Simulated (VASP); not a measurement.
# Si (Fd-3m) in VASP: vibrations by perturbation theory with PBE

Aim: the vibrations by perturbation theory of Si with PBE.

All numbers are computed with VASP 6.6.1; they aren't measurements. Logs are shortened: lines on timing, memory, paths and dates and some standing lists are left out, and cuts for length are marked.

## Step 1: The cell of the first run

It takes space group Fd-3m (No. 227, cubic). Conventional cell: a = 5.470 Å, b = 5.470 Å, c = 5.470 Å, α = 90.00°, β = 90.00°, γ = 90.00°. Within 3.1 Å of Si (site symmetry -43m) lie 4 Si at 2.37 Å.

## Step 2: Vibrations by perturbation theory, PBE

File INCAR:

```
SYSTEM = Si
ALGO     = Normal         ! electronic algorithm
EDIFF    = 1E-8           ! SCF threshold, eV
ENCUT    = 500            ! plane-wave cutoff, eV
GGA      = PE             ! functional
GGA_COMPAT= .False.      
IBRION   = 8              ! ionic algorithm
ISIF     = 2              ! what is computed and relaxed
ISMEAR   = 0              ! smearing method
LASPH    = .True.         ! aspherical terms in the spheres
LCHARG   = .False.        ! write CHGCAR
LEPSILON = .True.         ! dielectric tensor by DFPT
LREAL    = .False.        ! projectors in reciprocal space
LWAVE    = .False.        ! write WAVECAR
NBANDS   = 11             ! bands
NELM     = 120            ! most SCF steps
NSW      = 1              ! ionic steps
PREC     = Accurate       ! precision mode
SIGMA    = 0.01           ! smearing width, eV
```

File KPOINTS:

```
k-points
0
Gamma
  8 8 8
  0 0 0
```

File POSCAR:

```
Si
1.0
    0.0000000000      2.7350759370      2.7350759370
    2.7350759370      0.0000000000      2.7350759370
    2.7350759370      2.7350759370      0.0000000000
Si
2
Direct
    0.0000000000      0.0000000000      0.0000000000
    0.2500000000      0.2500000000      0.2500000000
```

Potentials or basis: VASP PAW PBE potentials, release 64 (Si).

The run is started by

```bash
$ cat potpaw_PBE.64/Si/POTCAR > POTCAR
$ mpirun -np 1 vasp_std > vasp.out
```

OUTCAR:

```text
SYSTEM = Si
   EDIFF = 1E-8
   ENCUT = 500
   GGA = PE
   IBRION = 8
   ISIF = 2
   ISMEAR = 0
   LASPH = .True.
   LEPSILON = .True.
   LREAL = .False.
   NELM = 120
   NSW = 1
   PREC = Accurate

 ion  position               nearest neighbor table
   1  0.000  0.000  0.000-   2 2.37   2 2.37   2 2.37   2 2.37
   2  0.250  0.250  0.250-   1 2.37   1 2.37   1 2.37   1 2.37

  LATTYP: Found a face centered cubic cell.
 ALAT       =     5.4701518740

  Lattice vectors:

 A1 = (   0.0000000000,   2.7350759370,   2.7350759370)
 A2 = (   2.7350759370,   0.0000000000,   2.7350759370)
 A3 = (   2.7350759370,   2.7350759370,   0.0000000000)

Analysis of symmetry for initial positions (statically):
=====================================================================
 Subroutine PRICEL returns:
 Original cell was already a primitive cell.

 Routine SETGRP: Setting up the symmetry group for a
 face centered cubic supercell.

 Subroutine GETGRP returns: Found 48 space group operations
 (whereof 24 operations were pure point group operations)
 out of a pool of 48 trial point group operations.

The static configuration has the point symmetry T_d .
 The point group associated with its full space group is O_h .

Analysis of symmetry for dynamics (positions and initial velocities):
=====================================================================
 Subroutine PRICEL returns:
 Original cell was already a primitive cell.

 Routine SETGRP: Setting up the symmetry group for a
 face centered cubic supercell.

 Subroutine GETGRP returns: Found 48 space group operations
 (whereof 24 operations were pure point group operations)
 out of a pool of 48 trial point group operations.

The dynamic configuration has the point symmetry T_d .
 The point group associated with its full space group is O_h .

 Subroutine INISYM returns: Found 48 space group operations
 (whereof 24 operations are pure point group operations),
 and found     1 'primitive' translations

----------------------------------------------------------------------------------------

                                     Primitive cell

  volume of cell :      40.9202

  direct lattice vectors                    reciprocal lattice vectors
     0.000000000  2.735075937  2.735075937    -0.182810281  0.182810281  0.182810281
     2.735075937  0.000000000  2.735075937     0.182810281 -0.182810281  0.182810281
     2.735075937  2.735075937  0.000000000     0.182810281  0.182810281 -0.182810281

  length of vectors
     3.867981484  3.867981484  3.867981484     0.316636694  0.316636694  0.316636694

  position of ions in fractional coordinates (direct lattice)
     0.000000000  0.000000000  0.000000000
     0.250000000  0.250000000  0.250000000

  ion indices of the primitive-cell ions
   primitive index   ion index
                 1           1
                 2           2

----------------------------------------------------------------------------------------

 KPOINTS: k-points

Automatic generation of k-mesh.
 Grid dimensions read from file:
 generate k-points for:    8    8    8

 Generating k-lattice:

  Cartesian coordinates                     Fractional coordinates (reciprocal lattice)
    -0.022851285  0.022851285  0.022851285     0.125000000  0.000000000  0.000000000
     0.022851285 -0.022851285  0.022851285     0.000000000  0.125000000  0.000000000
     0.022851285  0.022851285 -0.022851285     0.000000000  0.000000000  0.125000000

  Length of vectors
     0.039579587  0.039579587  0.039579587

[... 450 lines left out ...]
  energy-cutoff  :      500.00
  volume of cell :       40.92
      direct lattice vectors                 reciprocal lattice vectors
     0.000000000  2.735075937  2.735075937    -0.182810281  0.182810281  0.182810281
     2.735075937  0.000000000  2.735075937     0.182810281 -0.182810281  0.182810281
     2.735075937  2.735075937  0.000000000     0.182810281  0.182810281 -0.182810281

 POSITION                                       TOTAL-FORCE (eV/Angst)
 -----------------------------------------------------------------------------------
      0.00000      0.00000      0.00000         0.000000      0.000000      0.000000
      1.36754      1.36754      1.36754        -0.000000     -0.000000     -0.000000
 -----------------------------------------------------------------------------------
    total drift:                                0.000000      0.000000     -0.000000

  FREE ENERGIE OF THE ION-ELECTRON SYSTEM (eV)
  ---------------------------------------------------
  free  energy   TOTEN  =       -10.8460625003 eV

  energy  without entropy=      -10.8460625003  energy(sigma->0) =      -10.84606250

 HEAD OF MICROSCOPIC STATIC DIELECTRIC TENSOR (INDEPENDENT PARTICLE, excluding Hartree and local field effects)
 ------------------------------------------------------
          14.767369     0.000000    -0.000000
           0.000000    14.767369     0.000000
          -0.000000     0.000000    14.767369
 ------------------------------------------------------

 Free energy of the ion-electron system (eV)
  ---------------------------------------------------
  ---------------------------------------------------
  free energy    TOTEN  =        -1.59584254 eV

  energy without entropy =       -1.59584254

------------------------ aborting loop because EDIFF is reached ----------------------------------------

--------------------------------------- Ionic step        2  -------------------------------------------

------------------------ aborting loop because EDIFF is reached ----------------------------------------

--------------------------------------- Ionic step        3  -------------------------------------------

------------------------ aborting loop because EDIFF is reached ----------------------------------------

 PIEZOELECTRIC TENSOR FIELD DIRECTION 3  (e Angst)
 -----------------------------------------------------------------------------
     0.00250 -0.00000  0.00000           (  0.00001  0.00000  0.00000)
     0.00000  0.00250  0.00000           (  0.00000  0.00001  0.00000)
     0.00000  0.00000 -0.00862           (  0.00000  0.00000 -0.00000)

 PIEZOELECTRIC TENSOR FIELD DIRECTION 3  (C/m^2)
 -----------------------------------------------------------------------------
     0.00098 -0.00000  0.00000
     0.00000  0.00098  0.00000
     0.00000  0.00000 -0.00338

--------------------------------------- Ionic step        4  -------------------------------------------

 Free energy of the ion-electron system (eV)
  ---------------------------------------------------
  ---------------------------------------------------
  free energy    TOTEN  =        -0.01735127 eV

  energy without entropy =       -0.01735127

------------------------ aborting loop because EDIFF is reached ----------------------------------------

 INTERNAL STRAIN TENSOR  FOR ION    1  DIRECTION 1   (eV/Angst):
 -----------------------------------------------------------------------------
    -0.01127  0.00000  0.00000
     0.00000  0.00669  8.66278
     0.00000  8.66278  0.00669

 MACROSCOPIC STATIC DIELECTRIC TENSOR (including local field effects in DFT)
 ------------------------------------------------------
          14.148210    -0.000000    -0.000000
          -0.000000    14.148210     0.000000
           0.000000     0.000000    14.148210
 ------------------------------------------------------

 PIEZOELECTRIC TENSOR (including local field effects)  for field in x, y, z        (e  Angst)
          XX          YY          ZZ          XY          YZ          ZX
  --------------------------------------------------------------------------------
  x    -0.00000    -0.00000     0.00000     0.00000    -0.00000     0.00000
  y    -0.00000     0.00000    -0.00000     0.00000     0.00000    -0.00000
  z    -0.00000     0.00000     0.00000    -0.00000     0.00000     0.00000

 PIEZOELECTRIC TENSOR (including local field effects)  for field in x, y, z        (C/m^2)
          XX          YY          ZZ          XY          YZ          ZX
  --------------------------------------------------------------------------------
  x    -0.00000    -0.00000     0.00000     0.00000    -0.00000     0.00000
  y    -0.00000     0.00000    -0.00000     0.00000     0.00000    -0.00000
  z    -0.00000     0.00000     0.00000    -0.00000     0.00000     0.00000

 BORN EFFECTIVE CHARGES (including local field effects) (in |e|, cummulative output)
 ---------------------------------------------------------------------------------
 ion    1
    1    -0.00000     0.00000    -0.00000
    2     0.00000    -0.00000     0.00000
    3     0.00000     0.00000    -0.00000
 ion    2
    1     0.00000     0.00000     0.00000
    2     0.00000     0.00000     0.00000
    3    -0.00000     0.00000     0.00000

 INTERNAL STRAIN TENSOR FOR ION    2 for displacements in x,y,z  (eV/Angst):
          X           Y           Z          XY          YZ          ZX
  --------------------------------------------------------------------------------
  x     0.00000     0.00000     0.00000     0.00000    -8.66278     0.00000
  y     0.00000    -0.00000     0.00000     0.00000     0.00000    -8.66278
  z     0.00000     0.00000     0.00000    -8.66278     0.00000     0.00000

 SECOND DERIVATIVES (NOT SYMMETRIZED)
 ------------------------------------
               1X          1Y          1Z          2X          2Y          2Z
  1X   -13.044315    0.000000    0.000000   13.044315    0.000000    0.000000
  1Y     0.000000  -13.044315    0.000000    0.000000   13.044315    0.000000
  1Z     0.000000    0.000000  -13.044315    0.000000    0.000000   13.044315
  2X    13.044315    0.000000    0.000000  -13.044315    0.000000    0.000000
  2Y     0.000000   13.044315    0.000000    0.000000  -13.044315    0.000000
  2Z     0.000000    0.000000   13.044315    0.000000    0.000000  -13.044315

 Eigenvectors and eigenvalues of the dynamical matrix
 ----------------------------------------------------

   1 f  =   15.067429 THz    94.671449 2PiTHz  502.595333 cm-1    62.313851 meV
             X         Y         Z           dx          dy          dz
      0.000000  0.000000  0.000000     0.000000   -0.707107    0.000000
      1.367538  1.367538  1.367538     0.000000    0.707107    0.000000
[... 21 lines left out ...]
   6 f  =    0.000000 THz     0.000000 2PiTHz    0.000000 cm-1     0.000000 meV
             X         Y         Z           dx          dy          dz
      0.000000  0.000000  0.000000     0.000000    0.000000    0.707107
      1.367538  1.367538  1.367538     0.000000    0.000000    0.707107

--------------------------------------------------------------------------------------------------------

 MACROSCOPIC STATIC DIELECTRIC TENSOR IONIC CONTRIBUTION
 ------------------------------------------------------
           0.000000     0.000000     0.000000
           0.000000     0.000000     0.000000
           0.000000     0.000000     0.000000
 ------------------------------------------------------

 ELASTIC MODULI CONTR FROM IONIC RELAXATION (kBar)
 Direction    XX          YY          ZZ          XY          YZ          ZX
 --------------------------------------------------------------------------------
 XX          -0.0000      0.0000      0.0000      0.0000      0.0000      0.0000
 YY           0.0000     -0.0000      0.0000      0.0000      0.0000     -0.0000
 ZZ           0.0000      0.0000     -0.0000      0.0000      0.0000      0.0000
 XY           0.0000      0.0000      0.0000   -225.2507      0.0000      0.0000
 YZ           0.0000      0.0000      0.0000      0.0000   -225.2507      0.0000
 ZX           0.0000     -0.0000      0.0000      0.0000      0.0000   -225.2507
 --------------------------------------------------------------------------------

 PIEZOELECTRIC TENSOR IONIC CONTR  for field in x, y, z        (C/m^2)
          XX          YY          ZZ          XY          YZ          ZX
  --------------------------------------------------------------------------------
  x     0.00000     0.00000     0.00000    -0.00000    -0.00000     0.00000
  y     0.00000    -0.00000     0.00000     0.00000     0.00000    -0.00000
  z    -0.00000     0.00000     0.00000    -0.00000     0.00000     0.00000
```

Wall time 99 s (1 thread of Intel Xeon Platinum 8488C (Sapphire Rapids), shared host); peak memory 0.22 GiB.

Results:

```yaml
Electronic_dielectric_tensor_diagonal: 14.15
Born_charges_mean_of_the_diagonal: Si +0.00 e
Highest_phonon_frequency_at_Γ: 503 cm⁻¹
```

Phonon frequencies in cm⁻¹ (negative: imaginary):
| q point | frequencies |
| --- | --- |
| (0.000, 0.000, 0.000) | 0 0 0 503 503 503 |

Electronic dielectric tensor:
```
14.15  0.00  0.00
 0.00 14.15  0.00
 0.00  0.00 14.15
```

Born effective charge tensors (e):
atom 1, Si
```
0.00 0.00 0.00
0.00 0.00 0.00
0.00 0.00 0.00
```
atom 2, Si
```
0.00 0.00 0.00
0.00 0.00 0.00
0.00 0.00 0.00
```
